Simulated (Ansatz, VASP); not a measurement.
## TiAl: VASP beside Ansatz

```
Ti Al
1.0
     2.84755    0.00000    0.00000
    -1.42377    2.46605    0.00000
     0.00000    0.00000    4.61919
Ti Al
1 1
Direct
  0.00000 0.00000 0.00000
  0.33333 0.66667 0.50000
```

Alike in both runs: functional PBEsol; k mesh 18 × 18 × 10; occupations gaussian, width 0.1 eV; no spin polarisation.

Ansatz relaxed the structure, and its values are those at the end. VASP's run is a single point on that final structure, the one shown.

```csv
,VASP,Ansatz
version,VASP 6.6.1,Ansatz 0.2.0
potentials or method,"VASP PAW PBE potentials, release 64 (Ti_sv, Al), cutoff 520 eV","scalar-relativistic, plane waves, PAW"
valence electrons in the cell,15,15
```

|  | VASP | Ansatz | Ansatz less VASP |
| --- | --- | --- | --- |
| gap on the k mesh at the Fermi level (eV) | none | none | - |
| pressure (GPa) | 0.0 | 0.0 | -0.02 |

VASP's potentials were made for PBE, not for PBEsol, and Ansatz warns of the same on its side. A gap of «none» marks a metal or a gap that the smearing closes. With one functional, cell and mesh, what is left measures potentials, basis and numerics.
